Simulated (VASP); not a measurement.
# ZrSi2 (Cmcm) in VASP: notebook

ZrSi2 is run at these levels: PBE; tasks: relaxation of cell and atoms, single point.

Everything below comes from runs of VASP 6.6.1. Logs are shortened: lines on timing, memory, paths and dates and some standing lists are left out, and cuts for length are marked.

### Step 1. The cell of the first run

It takes space group Cmcm (No. 63, orthorhombic). The conventional cell has a = 3.717 Å, b = 14.836 Å, c = 3.691 Å, α = 90.00°, β = 90.00°, γ = 90.00°. Zr (site symmetry m2m) has 10 Si at 2.73 to 3.00 Å and 6 Zr at 3.63 to 3.72 Å within 3.8 Å. Within 3.2 Å of Si (site symmetry m2m) lie 2 Si at 2.43 Å and 6 Zr at 2.73 to 3.00 Å. Within 3.5 Å of Si (site symmetry m2m) lie 8 Si at 2.62 to 3.47 Å and 4 Zr at 2.83 to 2.84 Å.

### Step 2. Relaxation of cell and atoms, PBE, target pressure -1 GPa, at which the enthalpy is minimised

INCAR

```
SYSTEM = ZrSi2
PREC = Accurate
ENCUT = 600
EDIFF = 1E-6
ISMEAR = 0
SIGMA = 0.1
LREAL = .FALSE.
LASPH = .TRUE.
NELM = 60
ALGO = Fast
ISIF = 3
LWAVE = .FALSE.
LCHARG = .FALSE.
GGA = PE
IBRION = 2
NSW = 70
EDIFFG = -0.008
PSTRESS = -10.0
```

KPOINTS

```
Automatic mesh
0
G
  10 10 10
  0 0 0
```

POSCAR

```
ZrSi2
1.0
    1.8586265227     -7.4181046069      0.0000000000
    1.8586265227      7.4181046069      0.0000000000
    0.0000000000      0.0000000000      3.6910593180
Zr Si
2 4
Direct
    0.8946665385      0.1053334615      0.7500000000
    0.1053334615      0.8946665385      0.2500000000
    0.5530999461      0.4469000539      0.7500000000
    0.4469000539      0.5530999461      0.2500000000
    0.2503123056      0.7496876944      0.7500000000
    0.7496876944      0.2503123056      0.2500000000
```

Potentials or basis: VASP PAW PBE potentials, release 64 (Zr_sv, Si).

The run is started by

```sh
> cat potpaw_PBE.64/Zr_sv/POTCAR potpaw_PBE.64/Si/POTCAR > POTCAR
> mpirun -np 1 vasp_std > vasp.out
```

OUTCAR:

```text
SYSTEM = ZrSi2
   PREC = Accurate
   ENCUT = 600
   EDIFF = 1E-6
   ISMEAR = 0
   LREAL = .FALSE.
   LASPH = .TRUE.
   NELM = 60
   ISIF = 3
   GGA = PE
   IBRION = 2
   NSW = 70
   EDIFFG = -0.008
   PSTRESS = -10.0

 ion  position               nearest neighbor table
   1  0.895  0.105  0.750-   4 2.73   4 2.73   4 2.73   4 2.73   6 2.83   6 2.83   5 2.84   5 2.84
                             3 3.00   3 3.00   2 3.63   2 3.63
   2  0.105  0.895  0.250-   3 2.73   3 2.73   3 2.73   3 2.73   5 2.83   5 2.83   6 2.84   6 2.84
                             4 3.00   4 3.00   1 3.63   1 3.63
   3  0.553  0.447  0.750-   4 2.43   4 2.43   2 2.73   2 2.73   2 2.73   2 2.73   1 3.00   1 3.00

   4  0.447  0.553  0.250-   3 2.43   3 2.43   1 2.73   1 2.73   1 2.73   1 2.73   2 3.00   2 3.00

   5  0.250  0.750  0.750-   6 2.62   6 2.62   6 2.62   6 2.62   2 2.83   2 2.83   1 2.84   1 2.84

   6  0.750  0.250  0.250-   5 2.62   5 2.62   5 2.62   5 2.62   1 2.83   1 2.83   2 2.84   2 2.84

  LATTYP: Found a base centered orthorhombic cell.
 ALAT       =     3.7172530454
 B/A-ratio  =     3.9911754816
 C/A-ratio  =     0.9929534721

  Lattice vectors:

 A1 = (   1.8586265227,  -7.4181046069,   0.0000000000)
 A2 = (   1.8586265227,   7.4181046069,   0.0000000000)
 A3 = (   0.0000000000,   0.0000000000,   3.6910593180)

Analysis of symmetry for initial positions (statically):
=====================================================================
 Subroutine PRICEL returns:
 Original cell was already a primitive cell.

 Routine SETGRP: Setting up the symmetry group for a
 base centered orthorhombic supercell.

 Subroutine GETGRP returns: Found  8 space group operations
 (whereof  4 operations were pure point group operations)
 out of a pool of  8 trial point group operations.

The static configuration has the point symmetry C_2h.
 The point group associated with its full space group is D_2h.

Analysis of symmetry for dynamics (positions and initial velocities):
=====================================================================
 Subroutine PRICEL returns:
 Original cell was already a primitive cell.

 Routine SETGRP: Setting up the symmetry group for a
 base centered orthorhombic supercell.

 Subroutine GETGRP returns: Found  8 space group operations
 (whereof  4 operations were pure point group operations)
 out of a pool of  8 trial point group operations.

The dynamic configuration has the point symmetry C_2h.
 The point group associated with its full space group is D_2h.

 Subroutine INISYM returns: Found  8 space group operations
 (whereof  4 operations are pure point group operations),
 and found     1 'primitive' translations

----------------------------------------------------------------------------------------

                                     Primitive cell

  volume of cell :     101.7809

  direct lattice vectors                    reciprocal lattice vectors
     1.858626523 -7.418104607  0.000000000     0.269015853 -0.067402662  0.000000000
     1.858626523  7.418104607  0.000000000     0.269015853  0.067402662  0.000000000
     0.000000000  0.000000000  3.691059318     0.000000000  0.000000000  0.270924933

  length of vectors
     7.647402730  7.647402730  3.691059318     0.277331297  0.277331297  0.270924933

  position of ions in fractional coordinates (direct lattice)
     0.894666538  0.105333462  0.750000000
     0.105333462  0.894666538  0.250000000
     0.553099946  0.446900054  0.750000000
     0.446900054  0.553099946  0.250000000
     0.250312306  0.749687694  0.750000000
     0.749687694  0.250312306  0.250000000

  ion indices of the primitive-cell ions
   primitive index   ion index
                 1           1
                 2           2
                 3           3
                 4           4
                 5           5
                 6           6

----------------------------------------------------------------------------------------

 KPOINTS: Automatic mesh

Automatic generation of k-mesh.
 Grid dimensions read from file:
 generate k-points for:   10   10   10

 Generating k-lattice:

  Cartesian coordinates                     Fractional coordinates (reciprocal lattice)
     0.026901585 -0.006740266  0.000000000     0.100000000  0.000000000  0.000000000
     0.026901585  0.006740266  0.000000000     0.000000000  0.100000000  0.000000000
     0.000000000  0.000000000  0.027092493     0.000000000  0.000000000  0.100000000

  Length of vectors
     0.027733130  0.027733130  0.027092493

  Shift w.r.t. Gamma in fractional coordinates (k-lattice)
     0.000000000  0.000000000  0.000000000

 Subroutine IBZKPT returns following result:
 ===========================================

 Found    186 irreducible k-points:

 Following reciprocal coordinates:
            Coordinates               Weight
  0.000000  0.000000  0.000000      1.000000
  0.100000 -0.000000  0.000000      4.000000
  0.200000 -0.000000  0.000000      4.000000
  0.300000  0.000000  0.000000      4.000000
  0.400000  0.000000  0.000000      4.000000
  0.500000  0.000000  0.000000      2.000000
[... 16 lines left out ...]
  0.300000  0.300000  0.000000      2.000000
  0.400000  0.300000  0.000000      4.000000
 [... further k-points ...]
   k-points           NKPTS =    186   k-points in BZ     NKDIM =    186   number of bands    NBANDS=     24
   number of dos      NEDOS =    301   number of ions     NIONS =      6
   total plane-waves  NPLWV = 122880
   dimension x,y,z NGX =    64 NGY =   64 NGZ =   30
   dimension x,y,z NGXF=   128 NGYF=  128 NGZF=   60
   ions per type =               2   4
   NGX,Y,Z   is equivalent  to a cutoff of  13.91, 13.91, 13.51 a.u.
   NGXF,Y,Z  is equivalent  to a cutoff of  27.83, 27.83, 27.02 a.u.
 SYSTEM =  ZrSi2
   PREC   = accura    normal or accurate (medium, high low for compatibility)
   ISTART =      0    job   : 0-new  1-cont  2-samecut
   ICHARG =      2    charge: 1-file 2-atom 10-const
   ISPIN  =      1    spin polarized calculation?
   LNONCOLLINEAR =      F non collinear calculations
   LSORBIT =      F    spin-orbit coupling
   LASPH  =      T    aspherical Exc in radial PAW
   ENCUT  =  600.0 eV  44.10 Ry    6.64 a.u.  15.27 15.27  7.37*2*pi/ulx,y,z
   NELM   =     60;   NELMIN=  2; NELMDL= -5     # of ELM steps
   EDIFF  = 0.1E-05   stopping-criterion for ELM
   LREAL  =      F    real-space projection
   EDIFFG = -.8E-02   stopping-criterion for IOM
   NSW    =     70    number of steps for IOM
   IBRION =      2    ionic relax: 0-MD 1-quasi-New 2-CG
   NFREE  =      1    steps in history (QN), initial steepest desc. (CG)
   ISIF   =      3    stress and relaxation
   ISYM   =      2    0-nonsym 1-usesym 2-fastsym
   POTIM  = 0.5000    time-step for ionic-motion
   TEBEG  =    0.0;   TEEND  =   0.0 temperature during run
   PSTRESS=  -10.0 pullay stress
   NELECT =      40.0000    total number of electrons
   NUPDOWN=      -1.0000    fix difference up-down
   EMIN   =  10.00;   EMAX   =-10.00  energy-range for DOS
   EFERMI =   0.00;   METHOD = LEGACY
   ISMEAR =     0;   SIGMA  =   0.10  broadening in eV -4-tet -1-fermi 0-gaus
   EFERMI_NEDOS =   21; number of points for ismear=-14 and -15
   IALGO  =     68    algorithm
   IMIX   =      4    mixing-type and parameters
     AMIX     =   0.40;   BMIX     =  1.00
     AMIX_MAG =   1.60;   BMIX_MAG =  1.00
  volume/ion in A,a.u.               =      16.96       114.48
  Fermi-wavevector in a.u.,A,eV,Ry     =   1.199148  2.266061 19.564579  1.437956
  Thomas-Fermi vector in A             =   2.335018
   LORBIT       =      0    0 simple, 1 ext, 2 COOP (PROOUT), +10 PAW based schemes
   GGA     = PE    functional components
   LHFCALC =     F    Hartree Fock is set to
   AEXX    =    0.0000 exact exchange contribution
   IVDW    =     0    specifies the selected vdW correction
   LEPSILON=     F    determine dielectric tensor
   LRPA    =     F    only Hartree local field effects (RPA)
 conjugate gradient relaxation of ions
 non-spin polarized calculation
 RMM-DIIS sequential band-by-band and
 Gauss-broadening in eV      SIGMA  =   0.10
  energy-cutoff  :      600.00
  volume of cell :      101.78
 maximum number of plane-waves:      3444
 NGX is ok and might be reduce to    64
   NGX = 31   NGY = 31   NGZ = 15

--------------------------------------- Ionic step        1  -------------------------------------------

 number of electron      40.0000000 magnetization

 Free energy of the ion-electron system (eV)
  ---------------------------------------------------
  ext. energy  EPLUGINS =         0.00000000
  ---------------------------------------------------
  free energy    TOTEN  =       -42.71718676 eV

  energy without entropy =      -42.71025349  energy(sigma->0) =      -42.71372013

------------------------ aborting loop because EDIFF is reached ----------------------------------------

  FORCE on cell =-STRESS in cart. coord.  units (eV):
  Direction    XX          YY          ZZ          XY          YZ          ZX
  --------------------------------------------------------------------------------------
  -------------------------------------------------------------------------------------
  Total       -0.7824915     -0.6902309     -0.8601212      0.0000000      0.0000000      0.0000000
  in kB      -12.3175443    -10.8652281    -13.5395471      0.0000000      0.0000000      0.0000000
  external PRESSURE =      -2.2407732 kB  Pullay stress =     -10.0000000 kB

 VOLUME and BASIS-vectors are now :
 -----------------------------------------------------------------------------
  energy-cutoff  :      600.00
  volume of cell :      101.78
      direct lattice vectors                 reciprocal lattice vectors
     1.858626523 -7.418104607  0.000000000     0.269015853 -0.067402662  0.000000000
     1.858626523  7.418104607  0.000000000     0.269015853  0.067402662  0.000000000
     0.000000000  0.000000000  3.691059318     0.000000000  0.000000000  0.270924933
[... 180 lines left out ...]
  FREE ENERGIE OF THE ION-ELECTRON SYSTEM (eV)
  ---------------------------------------------------
  free  energy   TOTEN  =       -42.7185333811 eV

  energy  without entropy=      -42.7115621679  energy(sigma->0) =      -42.71504777

  enthalpy is  TOTEN    =       -43.3527847885 eV   P V=       -0.6342514074

--------------------------------------- Ionic step        6  -------------------------------------------

 number of electron      40.0000000 magnetization

 Free energy of the ion-electron system (eV)
  ---------------------------------------------------
  ext. energy  EPLUGINS =         0.00000000
  ---------------------------------------------------
  free energy    TOTEN  =       -42.71818554 eV

  energy without entropy =      -42.71118306  energy(sigma->0) =      -42.71468430

 E-fermi :   9.8826     XC(G=0): -11.2124

 val. band max:        9.8792524061   @ k =   0.5000   0.4000   0.3000
 cond. band min:       9.8940390039   @ k =   0.5000   0.4000   0.1000
 fundamental gap:      0.0147865977
 Fermi energy:         9.8825875160

 k-point     1 :       0.0000    0.0000    0.0000
  band No.  band energies     occupation
      1     -38.9476      2.00000
      2     -38.9364      2.00000
      3     -17.1667      2.00000
      4     -17.0325      2.00000
      5     -17.0140      2.00000
      6     -17.0122      2.00000
[... 16 lines left out ...]
     23      11.2694      0.00000
     24      11.4621      0.00000
[... 598 lines left out ...]
      2     -38.9311      2.00000
      3     -17.1554      2.00000
      4     -17.1311      2.00000
      5     -17.1177      2.00000
      6     -17.0141      2.00000
[... 16 lines left out ...]
     23      10.6572      0.00000
     24      11.8074      0.00000

 [... further k-points ...]
[... 5 lines left out ...]
  --------------------------------------------------------------------------------------
  -------------------------------------------------------------------------------------
  Total       -0.6743101     -0.6349697     -0.6179968      0.0000000     -0.0000000      0.0000000
  in kB      -10.6249204    -10.0050446     -9.7376073      0.0000000     -0.0000000      0.0000000
  external PRESSURE =      -0.1225241 kB  Pullay stress =     -10.0000000 kB

 VOLUME and BASIS-vectors are now :
 -----------------------------------------------------------------------------
  energy-cutoff  :      600.00
  volume of cell :      101.68
      direct lattice vectors                 reciprocal lattice vectors
     1.857285103 -7.426759843  0.000000000     0.269210149 -0.067324110 -0.000000000
     1.857285103  7.426759843 -0.000000000     0.269210149  0.067324110  0.000000000
     0.000000000 -0.000000000  3.685841259     0.000000000  0.000000000  0.271308483

 POSITION                                       TOTAL-FORCE (eV/Angst)
 -----------------------------------------------------------------------------------
      1.85729     -5.85937      2.76438         0.000000     -0.001234      0.000000
      1.85729      5.85937      0.92146         0.000000      0.001234     -0.000000
      1.85729     -0.78492      2.76438         0.000000      0.001928     -0.000000
      1.85729      0.78492      0.92146         0.000000     -0.001928      0.000000
      1.85729      3.70887      2.76438         0.000000     -0.001634      0.000000
      1.85729     -3.70887      0.92146         0.000000      0.001634     -0.000000
 -----------------------------------------------------------------------------------
    total drift:                               -0.000000     -0.000000      0.000000

  FREE ENERGIE OF THE ION-ELECTRON SYSTEM (eV)
  ---------------------------------------------------
  free  energy   TOTEN  =       -42.7181855376 eV

  energy  without entropy=      -42.7111830600  energy(sigma->0) =      -42.71468430

  enthalpy is  TOTEN    =       -43.3528351164 eV   P V=       -0.6346495788

 reached required accuracy - stopping structural energy minimisation
```

It took 47 min on 1 thread of Oxide Virtual Turin-like, shared host; peak memory 0.68 GiB.

Results:

```
Free energy                                                : -42.7182 eV
Relaxed volume                                             : 16.95 Å³/atom
Relaxed cell                                               : a = 7.655 Å, b = 7.655 Å, c = 3.686 Å, α = 90.00°, β = 90.00°, γ = 151.92°
Space group after relaxing (to 0.1 Å)                      : Cmcm (No. 63)
Energy change on relaxing (the run minimises the enthalpy) : -0.2 meV/atom
Ionic steps                                                : 6
Pressure after relaxing                                    : -1.0 GPa
Band gap on the k mesh                                     : zero (bands 20 and 21 overlap by 0.92 eV)
```

Stress tensor (GPa, compression positive):
```
-1.06  0.00  0.00
 0.00 -1.00  0.00
 0.00  0.00 -0.97
```

The path:
| step | energy change (eV) | largest force (eV/Å) | pressure (GPa) | volume (Å³) |
| --- | --- | --- | --- | --- |
| 1 | 0.0000 | 0.0315 | -1.22 | 101.78 |
| 2 | -0.0023 | 0.0134 | -0.75 | 101.43 |
| 3 | -0.0016 | 0.0206 | -0.92 | 101.57 |
| 4 | -0.0015 | 0.0212 | -0.94 | 101.58 |
| 5 | -0.0013 | 0.0135 | -0.97 | 101.62 |
| 6 | -0.0010 | 0.0019 | -1.01 | 101.68 |

Final structure:
```xyz
6
Lattice="1.8573 -7.4268 0.0000 1.8573 7.4268 0.0000 0.0000 0.0000 3.6858" Properties=species:S:1:pos:R:3 pbc="T T T"
Zr    1.8573   -5.8594    2.7644
Zr    1.8573    5.8594    0.9215
Si    1.8573   -0.7849    2.7644
Si    1.8573    0.7849    0.9215
Si    1.8573    3.7089    2.7644
Si    1.8573   -3.7089    0.9215
```

Caveat: the cell is relaxed towards a set pressure, so the run minimises the enthalpy, not the energy.

### Step 3. Single point, PBE

This run uses another cell than the first one, of 16.80 Å³/atom.

INCAR

```
ALGO = Fast ; EDIFF = 1E-6
ENCUT = 520 ; GGA = PE
ISIF = 2 ; ISMEAR = 0
ISYM = 0 ; LASPH = True
LCHARG = False ; LREAL = False
LWAVE = False ; NBANDS = 29
NELM = 60 ; PREC = Accurate
SIGMA = 0.1
```

KPOINTS

```
k-points
0
Gamma
  9 9 5
```

POSCAR

```
ZrSi2
1.0
    3.6790720094      0.0000000000      0.0000000000
    0.0000000000      3.7051806658      0.0000000000
    0.0000000000      1.8525903329      7.3940131376
Zr Si
2 4
Direct
    0.2500000000      0.8946665374      0.2106669252
    0.7500000000      0.1053334626      0.7893330748
    0.2500000000      0.5530999443      0.8938001113
    0.7500000000      0.4469000557      0.1061998887
    0.2500000000      0.2503123054      0.4993753891
    0.7500000000      0.7496876946      0.5006246109
```

Potentials or basis: VASP PAW PBE potentials, release 64 (Zr_sv, Si).

The run is started by

```sh
> cat potpaw_PBE.64/Zr_sv/POTCAR potpaw_PBE.64/Si/POTCAR > POTCAR
> mpirun -np 1 vasp_std > vasp.out
```

Wall time 7.7 min (1 thread of Oxide Virtual Turin-like, shared host); peak memory 0.53 GiB.

Results (log left out):

* Free energy: -42.7199 eV
* Pressure: 0.0 GPa
* Largest force: 0.023 eV/Å
* Band gap on the k mesh: zero (bands 20 and 21 overlap by 0.79 eV)

Forces on the atoms (eV/Å):
```
Zr   0.000  0.001  0.023
Zr   0.000 -0.001 -0.023
Si   0.000  0.002  0.019
Si   0.000 -0.002 -0.019
Si   0.000 -0.004 -0.003
Si   0.000  0.004  0.003
```

Stress tensor (GPa, compression positive):
```
 0.14  0.00  0.00
 0.00  0.00 -0.02
 0.00 -0.02  0.00
```

Levels at points of the mesh, in eV from the Fermi level:
```csv
k point,band 16,band 17,band 18,band 19,band 20,band 21,band 22,band 23,band 24,band 25
"(0.00, 0.00, 0.00)",-2.45,-2.40,-2.37,-2.31,-0.09,1.11,1.39,1.40,1.58,2.10
```
